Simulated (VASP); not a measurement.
# HC2 in VASP: a series of runs

Runs on HC2. Level: PBEsol. Tasks: single point.

Program: VASP 6.6.1. These are calculated values, not measurements. Logs are shortened: lines on timing, memory, paths and dates and some standing lists are left out, and cuts for length are marked.

**1. The cell of the first run**

The cell holds a slab with vacuum, 30 atoms: a = 5.049 Å, b = 5.049 Å, c = 15.165 Å, α = 90.00°, β = 90.00°, γ = 90.00°.

**2. Single point, PBEsol**

The input, INCAR:

```
PREC = Accurate ; ENCUT = 520
EDIFF = 1E-6 ; ISMEAR = -1
SIGMA = 0.05 ; LREAL = Auto
LASPH = T ; NELM = 100
ALGO = Normal ; ISIF = 2
LWAVE = F ; LCHARG = F
GGA = PS ; NBANDS = 66
```

The input, KPOINTS:

```
Automatic mesh
0
Gamma
  2 2 1
```

The input, POSCAR:

```
HC2
1.0
    5.0487420000      0.0000000000      0.0000000000
    0.0000000000      5.0487420000      0.0000000000
    0.0000000000      0.0000000000     15.1647000000
H C
10 20
Direct
    0.4277897346      0.0000000000      0.0659426167
    0.0722160095      0.0000000000      0.0659426167
    0.9277954786      0.0000000000      0.0659426167
    0.5722217535      0.0000000000      0.0659426167
    0.4277897346      0.5000057440      0.0659426167
    0.0722160095      0.5000057440      0.0659426167
    0.9277954786      0.5000057440      0.0659426167
    0.5722217535      0.5000057440      0.0659426167
    0.2172224289      0.5212387561      0.4038391791
    0.2879133059      0.0037831206      0.4171200222
    0.2500028720      0.0000000000      0.1077963956
    0.7500086160      0.0000000000      0.1077963956
    0.2500028720      0.5000057440      0.1077963956
    0.7500086160      0.5000057440      0.1077963956
    0.2500028720      0.2500028720      0.1666501810
    0.7500086160      0.2500028720      0.1666501810
    0.2500028720      0.7500086160      0.1666501810
    0.7500086160      0.7500086160      0.1666501810
    0.0160634075      0.2398221181      0.2236839502
    0.4848732615      0.2500424858      0.2155268485
    0.0060014950      0.7294094252      0.2314981503
    0.5112164575      0.7526231287      0.2281878309
    0.0242238562     -0.0011289941      0.2882549605
    0.5028975535      0.0049913424      0.2806188055
    0.0255311125      0.4677402806      0.2873911123
    0.5153164887      0.4612039989      0.2880373499
    0.2677498672      0.0742363147      0.3480187541
    0.7618927646      0.0985790124      0.3274512519
    0.2762668403      0.4050513970      0.3376789518
    0.7602487907      0.3610998542      0.3271808872
```

Potentials or basis: VASP PAW PBE potentials, release 64 (H, C).

Launch:

```sh
> cat potpaw_PBE.64/H/POTCAR potpaw_PBE.64/C/POTCAR > POTCAR
> mpirun -np 1 vasp_std > vasp.out
```

OUTCAR:

```text
PREC = Accurate
   ENCUT = 520
   EDIFF = 1E-6
   ISMEAR = -1
   LREAL = Auto
   LASPH = T
   NELM = 100
   ISIF = 2
   GGA = PS

 ion  position               nearest neighbor table
   1  0.428  0.000  0.066-   4 0.73  11 1.10
   2  0.072  0.000  0.066-   3 0.73  11 1.10
   3  0.928  0.000  0.066-   2 0.73  12 1.10
   4  0.572  0.000  0.066-   1 0.73  12 1.10
   5  0.428  0.500  0.066-   8 0.73  13 1.10
   6  0.072  0.500  0.066-   7 0.73  13 1.10
   7  0.928  0.500  0.066-   6 0.73  14 1.10
   8  0.572  0.500  0.066-   5 0.73  14 1.10
   9  0.217  0.521  0.404-  29 1.20
  10  0.288  0.004  0.417-  27 1.11
  11  0.250  0.000  0.108-   2 1.10   1 1.10  17 1.55  15 1.55
  12  0.750  0.000  0.108-   4 1.10   3 1.10  18 1.55  16 1.55
  13  0.250  0.500  0.108-   6 1.10   5 1.10  15 1.55  17 1.55
  14  0.750  0.500  0.108-   8 1.10   7 1.10  16 1.55  18 1.55
  15  0.250  0.250  0.167-  20 1.40  19 1.46  13 1.55  11 1.55
  16  0.750  0.250  0.167-  20 1.53  14 1.55  12 1.55  19 1.60
[... 9 lines left out ...]
  26  0.515  0.461  0.288-  29 1.45  30 1.46  20 1.54  22 1.73
  27  0.268  0.074  0.348-  10 1.11  23 1.57  24 1.61  29 1.68
  28  0.762  0.099  0.327-  30 1.33  23 1.54  24 1.56
  29  0.276  0.405  0.338-   9 1.20  26 1.45  25 1.51  27 1.68
  30  0.760  0.361  0.327-  28 1.33  26 1.46  25 1.56

  LATTYP: Found a simple tetragonal cell.
 ALAT       =     5.0487420000
 C/A-ratio  =     3.0036591293

  Lattice vectors:

 A1 = (   5.0487420000,   0.0000000000,   0.0000000000)
 A2 = (   0.0000000000,   5.0487420000,   0.0000000000)
 A3 = (   0.0000000000,   0.0000000000,  15.1647000000)

Analysis of symmetry for initial positions (statically):
=====================================================================
 Subroutine PRICEL returns:
 Original cell was already a primitive cell.

 Routine SETGRP: Setting up the symmetry group for a
 simple tetragonal supercell.

 Subroutine GETGRP returns: Found  1 space group operations
 (whereof  1 operations were pure point group operations)
 out of a pool of 16 trial point group operations.

The static configuration has the point symmetry C_1 .

Analysis of symmetry for dynamics (positions and initial velocities):
=====================================================================
 Subroutine PRICEL returns:
 Original cell was already a primitive cell.

 Routine SETGRP: Setting up the symmetry group for a
 simple tetragonal supercell.

 Subroutine GETGRP returns: Found  1 space group operations
 (whereof  1 operations were pure point group operations)
 out of a pool of 16 trial point group operations.

The dynamic configuration has the point symmetry C_1 .

 Subroutine INISYM returns: Found  1 space group operations
 (whereof  1 operations are pure point group operations),
 and found     1 'primitive' translations

----------------------------------------------------------------------------------------

                                     Primitive cell

  volume of cell :     386.5451

  direct lattice vectors                    reciprocal lattice vectors
     5.048742000  0.000000000  0.000000000     0.198069143  0.000000000  0.000000000
     0.000000000  5.048742000  0.000000000     0.000000000  0.198069143  0.000000000
     0.000000000  0.000000000 15.164700000     0.000000000  0.000000000  0.065942617

  length of vectors
     5.048742000  5.048742000 15.164700000     0.198069143  0.198069143  0.065942617

  position of ions in fractional coordinates (direct lattice)
     0.427789735  0.000000000  0.065942617
     0.072216010  0.000000000  0.065942617
     0.927795479  0.000000000  0.065942617
     0.572221754  0.000000000  0.065942617
     0.427789735  0.500005744  0.065942617
     0.072216010  0.500005744  0.065942617
[... 22 lines left out ...]
     0.276266840  0.405051397  0.337678952
     0.760248791  0.361099854  0.327180887

  ion indices of the primitive-cell ions
   primitive index   ion index
                 1           1
                 2           2
                 3           3
                 4           4
                 5           5
                 6           6
[... 22 lines left out ...]
                29          29
                30          30

----------------------------------------------------------------------------------------

 KPOINTS: Automatic mesh

Automatic generation of k-mesh.
 Grid dimensions read from file:
 generate k-points for:    2    2    1

 Generating k-lattice:

  Cartesian coordinates                     Fractional coordinates (reciprocal lattice)
     0.099034571  0.000000000  0.000000000     0.500000000  0.000000000  0.000000000
     0.000000000  0.099034571  0.000000000     0.000000000  0.500000000  0.000000000
     0.000000000  0.000000000  0.065942617     0.000000000  0.000000000  1.000000000

  Length of vectors
     0.099034571  0.099034571  0.065942617

  Shift w.r.t. Gamma in fractional coordinates (k-lattice)
     0.000000000  0.000000000  0.000000000

 Subroutine IBZKPT returns following result:
 ===========================================

 Found      4 irreducible k-points:

 Following reciprocal coordinates:
            Coordinates               Weight
  0.000000  0.000000  0.000000      1.000000
  0.500000  0.000000  0.000000      1.000000
  0.000000  0.500000  0.000000      1.000000
  0.500000  0.500000  0.000000      1.000000
   k-points           NKPTS =      4   k-points in BZ     NKDIM =      4   number of bands    NBANDS=     66
   number of dos      NEDOS =    301   number of ions     NIONS =     30
   total plane-waves  NPLWV = 192000
   dimension x,y,z NGX =    40 NGY =   40 NGZ =  120
   dimension x,y,z NGXF=    80 NGYF=   80 NGZF=  240
   ions per type =              10  20
   NGX,Y,Z   is equivalent  to a cutoff of  13.17, 13.17, 13.16 a.u.
   NGXF,Y,Z  is equivalent  to a cutoff of  26.34, 26.34, 26.31 a.u.
 SYSTEM =  unknown system
   PREC   = accura    normal or accurate (medium, high low for compatibility)
   ISTART =      0    job   : 0-new  1-cont  2-samecut
   ICHARG =      2    charge: 1-file 2-atom 10-const
   ISPIN  =      1    spin polarized calculation?
   LNONCOLLINEAR =      F non collinear calculations
   LSORBIT =      F    spin-orbit coupling
   LASPH  =      T    aspherical Exc in radial PAW
   ENCUT  =  520.0 eV  38.22 Ry    6.18 a.u.   9.39  9.39 28.20*2*pi/ulx,y,z
   NELM   =    100;   NELMIN=  2; NELMDL= -5     # of ELM steps
   EDIFF  = 0.1E-05   stopping-criterion for ELM
   LREAL  =      T    real-space projection
   EDIFFG = 0.1E-04   stopping-criterion for IOM
   NSW    =      0    number of steps for IOM
   IBRION =     -1    ionic relax: 0-MD 1-quasi-New 2-CG
   NFREE  =      0    steps in history (QN), initial steepest desc. (CG)
   ISIF   =      2    stress and relaxation
   ISYM   =      2    0-nonsym 1-usesym 2-fastsym
   POTIM  = 0.5000    time-step for ionic-motion
   TEBEG  =    0.0;   TEEND  =   0.0 temperature during run
   PSTRESS=    0.0 pullay stress
   NELECT =      90.0000    total number of electrons
   NUPDOWN=      -1.0000    fix difference up-down
   EMIN   =  10.00;   EMAX   =-10.00  energy-range for DOS
   EFERMI =   0.00;   METHOD = LEGACY
   ISMEAR =    -1;   SIGMA  =   0.05  broadening in eV -4-tet -1-fermi 0-gaus
   EFERMI_NEDOS =   21; number of points for ismear=-14 and -15
   IALGO  =     38    algorithm
   IMIX   =      4    mixing-type and parameters
     AMIX     =   0.40;   BMIX     =  1.00
     AMIX_MAG =   1.60;   BMIX_MAG =  1.00
  volume/ion in A,a.u.               =      12.88        86.95
  Fermi-wavevector in a.u.,A,eV,Ry     =   1.007138  1.903215 13.800753  1.014327
  Thomas-Fermi vector in A             =   2.139924
   LORBIT       =      0    0 simple, 1 ext, 2 COOP (PROOUT), +10 PAW based schemes
   GGA     = PS    functional components
   LHFCALC =     F    Hartree Fock is set to
   AEXX    =    0.0000 exact exchange contribution
   IVDW    =     0    specifies the selected vdW correction
   LEPSILON=     F    determine dielectric tensor
   LRPA    =     F    only Hartree local field effects (RPA)
 non-spin polarized calculation
  energy-cutoff  :      520.00
  volume of cell :      386.55
 maximum number of plane-waves:     10429
 NGX is ok and might be reduce to    40
   NGX = 19   NGY = 19   NGZ = 57

 number of electron      90.0000010 magnetization

 Free energy of the ion-electron system (eV)
  ---------------------------------------------------
  ext. energy  EPLUGINS =         0.00000000
  ---------------------------------------------------
  free energy    TOTEN  =      -207.22906239 eV

  energy without entropy =     -207.22906053  energy(sigma->0) =     -207.22906146

 E-fermi :   1.7576     XC(G=0):  -5.6677

 val. band max:        1.1041038346   @ k =   0.0000   0.5000   0.0000
 cond. band min:       2.4000593713   @ k =   0.0000   0.5000   0.0000
 fundamental gap:      1.2959555367
 Fermi energy:         1.7575859935

 k-point     1 :       0.0000    0.0000    0.0000
  band No.  band energies     occupation
      1     -20.2909      2.00000
      2     -18.0389      2.00000
      3     -16.0308      2.00000
      4     -15.8407      2.00000
      5     -15.5109      2.00000
      6     -15.4192      2.00000
[... 49 lines left out ...]
     56       6.6267      0.00000
     57       6.6858      0.00000

 k-point     2 :       0.5000    0.0000    0.0000
  band No.  band energies     occupation
      1     -19.2239      2.00000
      2     -19.0891      2.00000
      3     -16.9851      2.00000
      4     -16.8108      2.00000
      5     -14.7280      2.00000
      6     -14.4488      2.00000
[... 49 lines left out ...]
     56       6.7547      0.00000
     57       6.7816      0.00000

 k-point     3 :       0.0000    0.5000    0.0000
  band No.  band energies     occupation
      1     -19.8026      2.00000
      2     -18.2865      2.00000
      3     -17.3175      2.00000
      4     -15.7267      2.00000
      5     -15.5726      2.00000
      6     -15.2042      2.00000
[... 49 lines left out ...]
     56       6.7756      0.00000
     57       6.8219      0.00000

 k-point     4 :       0.5000    0.5000    0.0000
  band No.  band energies     occupation
      1     -18.7382      2.00000
      2     -18.6305      2.00000
      3     -17.2143      2.00000
      4     -17.0882      2.00000
      5     -16.2393      2.00000
      6     -16.0691      2.00000
[... 49 lines left out ...]
     56       6.7674      0.00000
     57       6.9463      0.00000
 [bands above 57 left out]

------------------------ aborting loop because EDIFF is reached ----------------------------------------

  FORCE on cell =-STRESS in cart. coord.  units (eV):
  Direction    XX          YY          ZZ          XY          YZ          ZX
  --------------------------------------------------------------------------------------
  -------------------------------------------------------------------------------------
  Total       74.9961779     -6.6448994     -6.3621862      0.6418237      4.5758247     -4.4345014
  in kB      310.8490422    -27.5422117    -26.3704036      2.6602727     18.9661761    -18.3804102
  external PRESSURE =      85.6454756 kB  Pullay stress =       0.0000000 kB

 VOLUME and BASIS-vectors are now :
 -----------------------------------------------------------------------------
  energy-cutoff  :      520.00
  volume of cell :      386.55
      direct lattice vectors                 reciprocal lattice vectors
     5.048742000  0.000000000  0.000000000     0.198069143  0.000000000  0.000000000
     0.000000000  5.048742000  0.000000000     0.000000000  0.198069143  0.000000000
     0.000000000  0.000000000 15.164700000     0.000000000  0.000000000  0.065942617

 POSITION                                       TOTAL-FORCE (eV/Angst)
 -----------------------------------------------------------------------------------
      2.15980      0.00000      1.00000        -8.946838     -0.123531      0.047581
      0.36460      0.00000      1.00000         8.923274     -0.024951      0.047860
      4.68420      0.00000      1.00000        -8.970384     -0.050305     -0.008454
      2.88900      0.00000      1.00000         8.915309     -0.110407      0.067505
      2.15980      2.52440      1.00000        -8.974540     -0.014718      0.014749
      0.36460      2.52440      1.00000         8.937520      0.061979      0.022897
[... 22 lines left out ...]
      1.39480      2.04500      5.12080        -3.211193      0.340601      4.280620
      3.83830      1.82310      4.96160         1.594636      2.734124      1.073036
 -----------------------------------------------------------------------------------
    total drift:                                0.003130     -0.002752     -0.015948

  FREE ENERGIE OF THE ION-ELECTRON SYSTEM (eV)
  ---------------------------------------------------
  free  energy   TOTEN  =      -207.2290623855 eV

  energy  without entropy=     -207.2290605290  energy(sigma->0) =     -207.22906146
```

Run time: 2.1 min. Hardware: 1 thread of Intel Xeon 6975P-C (Granite Rapids), shared host; peak memory 0.43 GiB.

What came out:

```
Free energy            : -207.2291 eV
Largest force          : 8.975 eV/Å
Band gap on the k mesh : 1.30 eV, direct
```

Forces in eV/Å, atoms in the order of the input:
```
H   -8.947 -0.124  0.048
H    8.923 -0.025  0.048
H   -8.970 -0.050 -0.008
H    8.915 -0.110  0.068
H   -8.975 -0.015  0.015
H    8.938  0.062  0.023
H   -8.936  0.091  0.014
H    8.905 -0.037  0.058
H    1.688 -1.252 -1.248
H   -0.203 -0.096 -0.577
C   -0.236 -0.284  1.111
C    0.512  0.013  1.263
C   -0.129  0.331  0.874
C    0.302  0.030  1.277
C   -1.322 -0.012 -5.224
C    0.434 -0.471 -2.672
C    0.687 -1.054  0.438
C    0.928 -0.689  0.484
C   -1.040 -0.367 -1.549
C    4.330 -1.336  3.236
C    0.807  2.069  0.230
C   -1.285 -1.927  0.717
C   -1.664  0.314  0.689
C    0.767  1.248  2.383
C   -1.920 -0.158 -1.085
C   -0.568  2.972 -2.436
C    0.234  0.577 -2.841
C   -0.559 -2.775 -0.687
C   -3.211  0.341  4.281
C    1.595  2.734  1.073
```

Caveat: the k points lie up to 0.62 Å⁻¹ apart; the PAW data sets were made with another functional, which shifts forces and pressure a little.

**3. Single point, PBEsol**

The input, INCAR:

```
SYSTEM = HC2
PREC = Accurate ; ENCUT = 520
EDIFF = 1E-7 ; ISMEAR = -1
SIGMA = 0.05 ; LREAL = Auto
LASPH = .True. ; NELM = 60
ALGO = Normal ; ISIF = 2
LWAVE = .False. ; LCHARG = .False.
GGA = PS ; NBANDS = 66
```

The input, KPOINTS:

```
regular mesh
0
Gamma
  2 2 1
  0 0 0
```

The input, POSCAR:

```
HC2
1.0
    5.0487420000      0.0000000000      0.0000000000
    0.0000000000      5.0487420000      0.0000000000
    0.0000000000      0.0000000000     15.1647000000
H C
10 20
Direct
    0.4277897346      0.0000000000      0.0659426167
    0.0722160095      0.0000000000      0.0659426167
    0.9277954786      0.0000000000      0.0659426167
    0.5722217535      0.0000000000      0.0659426167
    0.4277897346      0.5000057440      0.0659426167
    0.0722160095      0.5000057440      0.0659426167
    0.9277954786      0.5000057440      0.0659426167
    0.5722217535      0.5000057440      0.0659426167
    0.2187079474      0.5122464170      0.4033577980
    0.2632933115      0.0089527253      0.4155110223
    0.2500028720      0.0000000000      0.1077963956
    0.7500086160      0.0000000000      0.1077963956
    0.2500028720      0.5000057440      0.1077963956
    0.7500086160      0.5000057440      0.1077963956
    0.2500028720      0.2500028720      0.1666501810
    0.7500086160      0.2500028720      0.1666501810
    0.2500028720      0.7500086160      0.1666501810
    0.7500086160      0.7500086160      0.1666501810
   -0.0024560574      0.2671754667      0.2153224264
    0.5010555105      0.2596884531      0.2199581924
    0.0110126443      0.7689044122      0.2219694422
    0.4932912001      0.7507018580      0.2385540103
   -0.0133300533      0.0314335730      0.2823069365
    0.4769703027      0.0342263479      0.2982650498
   -0.0435355976      0.4853882413      0.2794911868
    0.4759799570      0.4875273880      0.2830586823
    0.2236992898      0.0920823445      0.3453151068
    0.7559110765      0.1171380910      0.3333069563
    0.2311863034      0.4075470682      0.3452359757
    0.7316277996      0.3948508361      0.3305967147
```

Potentials or basis: VASP PAW PBE potentials, release 64 (H, C).

Launch:

```sh
> cat potpaw_PBE.64/H/POTCAR potpaw_PBE.64/C/POTCAR > POTCAR
> mpirun -np 1 vasp_std > vasp.out
```

Wall time 2.2 min (1 thread of Intel Xeon 6975P-C (Granite Rapids), shared host); peak memory 0.43 GiB.

The run converged. Its results:

```
Free energy            : -205.9733 eV
Largest force          : 8.965 eV/Å
Band gap on the k mesh : 0.94 eV, indirect (least direct gap 0.96 eV)
```

Forces on the atoms (eV/Å):
```
H   -8.896  0.059  0.029
H    8.923 -0.112  0.024
H   -8.903 -0.060  0.083
H    8.964  0.071 -0.078
H   -8.917  0.091 -0.004
H    8.924  0.130 -0.023
H   -8.864  0.044  0.053
H    8.898  0.088 -0.033
H    0.026  1.147  2.328
H   -1.402  0.297 -1.323
C    0.352 -0.069  1.123
C   -0.915 -0.239  1.052
C    0.279  0.204  0.916
C   -0.585  0.354  1.133
C    0.361  0.694 -4.172
C   -0.827 -0.031 -4.154
C    1.130  0.761  0.094
C    0.057  1.188  0.260
C    0.483 -2.174  2.780
C   -2.855 -1.856  1.524
C   -4.562 -2.052  3.799
C   -0.128  1.519 -1.932
C    1.969 -1.170  0.009
C    2.716 -2.366 -4.004
C    5.999  2.219  1.582
C    0.427 -0.662  3.687
C    2.041  1.197  0.698
C   -4.028  0.788  0.032
C   -1.015 -0.231 -4.897
C    0.347  0.169 -0.586
```

Levels at points of the mesh, in eV from the valence-band top:
```tsv
k point	band 41	band 42	band 43	band 44	band 45	band 46	band 47	band 48	band 49	band 50
(0.00, 0.00, 0.00)	-2.19	-1.79	-1.22	-0.56	0.00	1.20	2.17	3.05	3.64	3.64
(0.50, 0.00, 0.00)	-2.63	-2.31	-2.16	-1.59	-1.01	1.40	3.36	3.46	3.89	4.26
(0.00, 0.50, 0.00)	-3.26	-1.89	-1.06	-0.26	-0.02	0.94	3.13	3.16	3.43	3.74
(0.50, 0.50, 0.00)	-3.21	-3.00	-2.60	-2.34	-0.71	1.20	3.93	4.08	4.15	4.18
```

Caveat: the k points lie up to 0.62 Å⁻¹ apart; the PAW data sets were made with another functional, which shifts forces and pressure a little.
